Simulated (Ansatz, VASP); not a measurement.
# Sn4Se in VASP and in Ansatz

```
Sn Se
1.0
     0.00000    4.37073    4.37073
     4.37073    0.00000    4.37073
     4.37073    4.37073    0.00000
Sn Se
4 1
Direct
  0.87511 0.37467 0.87511
  0.87511 0.87511 0.87511
  0.37467 0.87511 0.87511
  0.87511 0.87511 0.37467
  0.50000 0.50000 0.50000
```

Alike in both runs: functional PBE; k mesh 8 × 8 × 8; occupations gaussian, width 0.1 eV; no spin polarisation.

Ansatz relaxed the structure, and its values are those at the end. VASP's run is a single point on that final structure, the one shown.

|  | VASP | Ansatz |
| --- | --- | --- |
| version | VASP 6.6.1 | Ansatz 0.2.0 |
| potentials or method | VASP PAW PBE potentials, release 64 (Sn_d, Se), cutoff 520 eV | scalar-relativistic, plane waves, PAW |
| valence electrons in the cell | 62 | 72 |

```tsv
	VASP	Ansatz	Ansatz less VASP
gap on the k mesh at the Fermi level (eV)	none	none	-
pressure (GPa)	0.0	0.0	+0.04
```

A gap of «none» marks a metal or a gap that the smearing closes. VASP's potentials hold 62 valence electrons a cell and Ansatz's 72, so a difference there can come from the potentials and not from the codes.
